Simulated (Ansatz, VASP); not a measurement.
**Two plane-wave programs on Si3N4**

```xyz
14
Lattice="-3.2843 3.2843 3.2843 3.2843 -3.2843 3.2843 3.2843 3.2843 -3.2843" Properties=species:S:1:pos:R:3 pbc="T T T"
Si    2.4632    3.2843   -1.6421
Si   -1.6421    2.4632    3.2843
Si    0.8211    3.2843    1.6421
Si    1.6421    0.8211    3.2843
Si    3.2843   -1.6421    2.4632
Si    3.2843    1.6421    0.8211
N     1.8596    1.8596    1.8596
N     0.2174   -0.2174    3.0669
N     1.4247    4.7090   -1.4247
N     3.0669    0.2174   -0.2174
N    -1.4247    1.4247    4.7090
N     0.2174    0.2174    0.2174
N     4.7090   -1.4247    1.4247
N    -0.2174    3.0669    0.2174
```

Alike in both runs: functional r2SCAN; k mesh 6 × 6 × 6; occupations fermi-dirac, width 0.02 eV; no spin polarisation.

Ansatz relaxed the structure, and its values are those at the end. VASP's run is a single point on that final structure, the one shown.

|  | VASP | Ansatz |
| --- | --- | --- |
| version | VASP 6.6.1 | Ansatz 0.2.0 |
| potentials or method | VASP PAW PBE potentials, release 64 (Si, N), cutoff 520 eV | PAW plane waves |
| valence electrons in the cell | 64 | 64 |

VASP gave:

| Item | Value |
| --- | --- |
| gap on the k mesh at the Fermi level (eV) | 4.49 |
| pressure (GPa) | -14.4 |

Problem. Which values does Ansatz return?

Solution. gap on the k mesh at the Fermi level (eV): 4.48; pressure (GPa): -14.3.

VASP's potentials were made for PBE, not for r2SCAN. Ansatz's warnings: stress scf threshold loose.
